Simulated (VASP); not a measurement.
Wanted: the native input for a VASP 6.6.1 run.

```yaml
Task: single point
Functional: r2SCAN
Dispersion: rVV10
Potentials_or_basis: VASP PAW PBE potentials, release 64 (Hf_pv, In_d, Si, O)
Cutoff: 520 eV
k_mesh: 4 × 4 × 3
Occupations: fermi-dirac, width 0.05 eV
Spin: no spin polarisation
Dipole_correction: no
Further_INCAR_settings: ALGO = Normal; EDIFF = 1e-06; NBANDS = 63
```

Crystal: HfIn4SiO6.

```
Hf In Si O
1.0
     2.93403   -5.47346   -0.09663
     2.93403    5.47346   -0.09663
    -1.49403    0.00000    6.41099
Hf In Si O
1 4 1 6
Direct
  0.07694 0.07694 0.00427
  0.78757 0.47389 0.00503
  0.47389 0.78757 0.00503
  0.55432 0.21780 0.49733
  0.21780 0.55432 0.49733
  0.86589 0.86589 0.44294
  0.83252 0.58513 0.36883
  0.58513 0.83252 0.36883
  0.07721 0.07721 0.32219
  0.98071 0.98071 0.69338
  0.42349 0.12452 0.06742
  0.12452 0.42349 0.06742
```

The input as run:

POSCAR

```
HfIn4SiO6
1.0
    2.9340254639     -5.4734647317     -0.0966258218
    2.9340254639      5.4734647317     -0.0966258218
   -1.4940254436      0.0000000000      6.4109899284
Hf In Si O
1 4 1 6
Direct
    0.0769396484      0.0769396484      0.0042726126
    0.7875735900      0.4738873718      0.0050293852
    0.4738873718      0.7875735900      0.0050293852
    0.5543219454      0.2177962138      0.4973290331
    0.2177962138      0.5543219454      0.4973290331
    0.8658893104      0.8658893104      0.4429421242
    0.8325200010      0.5851298441      0.3688283554
    0.5851298441      0.8325200010      0.3688283554
    0.0772090919      0.0772090919      0.3221922112
    0.9807055910      0.9807055910      0.6933760031
    0.4234948095      0.1245225827      0.0674217506
    0.1245225827      0.4234948095      0.0674217506
```

INCAR.step1

```
SYSTEM = HfIn4SiO6
PREC = Accurate
ENCUT = 520
ISMEAR = -1
SIGMA = 0.05
LREAL = .FALSE.
LASPH = .TRUE.
NELM = 80
NBANDS = 63
GGA = PE
ALGO = Normal
EDIFF = 1E-4
LWAVE = .TRUE.
LCHARG = .FALSE.
```

INCAR.step2

```
SYSTEM = HfIn4SiO6
PREC = Accurate
ENCUT = 520
EDIFF = 1E-6
ISMEAR = -1
SIGMA = 0.05
LREAL = .FALSE.
LASPH = .TRUE.
NELM = 80
ALGO = Normal
ISIF = 2
LWAVE = .FALSE.
LCHARG = .FALSE.
METAGGA = R2SCAN
LMIXTAU = .TRUE.
LUSE_VDW = .TRUE.
IVDW_NL = 2
BPARAM = 11.95
CPARAM = 0.0093
NBANDS = 63
ISTART = 1
```

KPOINTS

```
regular mesh
0
G
  4 4 3
  0 0 0
```

Potentials or basis: VASP PAW PBE potentials, release 64 (Hf_pv, In_d, Si, O).

The run is started by

```console
$ cat potpaw_PBE.64/Hf_pv/POTCAR potpaw_PBE.64/In_d/POTCAR potpaw_PBE.64/Si/POTCAR potpaw_PBE.64/O/POTCAR > POTCAR
$ cp INCAR.step1 INCAR
$ mpirun -np 1 vasp_std > vasp.out
$ cp INCAR.step2 INCAR
$ mpirun -np 1 vasp_std > vasp.out
```

It gave:

```json
{"Pressure": "0.0 GPa", "Largest force": "0.249 eV/Å", "Band gap on the k mesh": "0.74 eV (least direct gap 1.11 eV)"}
```

Caveat: semilocal functionals underestimate gaps, and a narrow one can read as zero; the PAW data sets were made with another functional, which shifts forces and pressure a little; spin-orbit coupling is left out, which moves the levels of the heavy elements.

Wall time 22 min on 1 thread of Intel(R) Xeon(R) Platinum 8259CL CPU @ 2.50GHz (Skylake/Cascade Lake) (shared host), peak memory 0.9 GiB.
